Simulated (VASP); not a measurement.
Wanted: the native input for a VASP 6.6.1 run.

| Property | Result |
| --- | --- |
| Task | single point |
| Functional | PBE |
| Potentials or basis | VASP PAW PBE potentials, release 64 (Cu, Sb) |
| Cutoff | 520 eV |
| k mesh | 10 × 10 × 8 |
| Occupations | gaussian, width 0.05 eV |
| Spin | no spin polarisation |
| Dipole correction | no |
| Further INCAR settings | ALGO = Normal; EDIFF = 1e-06; NBANDS = 18 |

The structure of CuSb2 lies in POSCAR:

```
CuSb2
1.0
    3.9653021200      0.0000000000      0.0000000000
   -1.9826510600      3.4340523696      0.0000000000
    0.0000000000      0.0000000000      4.8467032117
Cu Sb
1 2
Direct
    0.0000000000      0.0000000000      0.0000000000
    0.3333333333      0.6666666667      0.2665109401
    0.6666666667      0.3333333333      0.7334890599
```

One way to write it, as run:

INCAR

```
SYSTEM = CuSb2
PREC = Accurate
ENCUT = 520
EDIFF = 1E-6
ISMEAR = 0
SIGMA = 0.05
LREAL = .False.
LASPH = .True.
NELM = 100
ALGO = Normal
ISIF = 2
LWAVE = .False.
LCHARG = .False.
GGA = PE
NBANDS = 18
```

KPOINTS

```
Automatic mesh
0
Gamma
  10 10 8
  0 0 0
```

Potentials or basis: VASP PAW PBE potentials, release 64 (Cu, Sb).

Launch:

```sh
$ cat potpaw_PBE.64/Cu/POTCAR potpaw_PBE.64/Sb/POTCAR > POTCAR
$ mpirun -np 1 vasp_std > vasp.out
```

Results of the run:

The pressure is 3.7 GPa and the largest force is 0.023 eV/Å. The band gap on the k mesh is zero (an odd number of electrons rules out a gap without spin polarisation).

Caveat: the cell stands under pressure; spin-orbit coupling is left out, which moves the levels of the heavy elements.

Run time: 58 s on 1 thread of Intel(R) Xeon(R) 6975P-C (Granite Rapids), on a shared host, peak memory 0.25 GiB.
